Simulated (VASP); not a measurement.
Write the native input for VASP 6.6.1 that does the following.

```
Task                   : single point
Functional             : PBE
Potentials or basis    : VASP PAW PBE potentials, release 64 (Al, N)
Cutoff                 : 520 eV
k mesh                 : 10 × 10 × 10
Occupations            : gaussian, width 0.05 eV
Spin                   : no spin polarisation
Dipole correction      : no
Further INCAR settings : ALGO = Normal; EDIFF = 1e-06; NBANDS = 11
```

The structure of AlN lies in POSCAR:

```
AlN
1.0
    0.0000000000      2.1839935596      2.1839935596
    2.1839935596      0.0000000000      2.1839935596
    2.1839935596      2.1839935596      0.0000000000
Al N
1 1
Direct
   -0.0849890464      0.0000000000      0.0000000000
    0.7500000000      0.7500000000      0.7500000000
```

This cell differs from its parent crystal: all Al atoms moved +0.263 Å, as atom 1 towards its neighbour atom 1 (Al) at 3.089 Å.

The input as run:

INCAR

```
SYSTEM = AlN
ALGO = Normal
EDIFF = 1E-6
ENCUT = 520
GGA = PE
ISIF = 2
ISMEAR = 0
LASPH = .True.
LCHARG = .True.
LELF = .True.
LREAL = .False.
LVHAR = .True.
LWAVE = .False.
NBANDS = 11
NELM = 80
PREC = Accurate
SIGMA = 0.05
```

KPOINTS

```
k-points
0
Gamma
  10 10 10
  0 0 0
```

Potentials or basis: VASP PAW PBE potentials, release 64 (Al, N).

Command:

```sh
$ cat potpaw_PBE.64/Al/POTCAR potpaw_PBE.64/N/POTCAR > POTCAR
$ mpirun -np 1 vasp_std > vasp.out
```

Results of the run:

```yaml
Pressure: 13.6 GPa
Largest_force: 4.865 eV/Å
Band_gap_on_the_k_mesh: 2.66 eV, indirect (least direct gap 3.44 eV)
```

Caveat: the cell differs from its parent crystal (all Al atoms moved +0.263 Å, as atom 1 towards its neighbour atom 1 (Al) at 3.089 Å); forces of over 1 eV/Å act on the atoms, so gaps and moduli don't describe the material at rest.

Run time: 36 s on 1 thread of Intel(R) Xeon(R) Platinum 8259CL CPU @ 2.50GHz (Skylake/Cascade Lake), with other jobs on the host, peak memory 0.18 GiB.
